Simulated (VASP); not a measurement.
Here is a VASP 6.6.1 calculation.

INCAR

```
PREC = Accurate
ENCUT = 520
EDIFF = 1E-6
ISMEAR = 0
SIGMA = 0.1
LREAL = False
LASPH = True
NELM = 80
ALGO = Normal
ISIF = 2
LWAVE = False
LCHARG = False
LDIPOL = True
IDIPOL = 3
DIPOL = 0.5 0.5 0.500
GGA = PE
NBANDS = 11
```

Contents of KPOINTS:

```
Automatic mesh
0
Gamma
  8 6 1
```

POSCAR

```
Si
1.0
    2.4848460000      0.0000000000      0.0000000000
    0.0000000000      3.5047460000      0.0000000000
    0.0000000000      0.0000000000     16.0000000000
Si
2
Direct
    0.0000000000      0.0000000000      0.5563849100
    0.5000000000      0.5000000000      0.4436150900
```

Potentials or basis: VASP PAW PBE potentials, release 64 (Si).

Run with:

```console
$ cat potpaw_PBE.64/Si/POTCAR > POTCAR
$ mpirun -np 1 vasp_std > vasp.out
```

(1) What does it give for the largest force?

(2) Estimate the band gap on the k mesh.

Results:

(1) 1.304 eV/Å.

(2) zero (band 4 reaches -0.79 eV, above the bottom of band 5 at -1.80 eV).
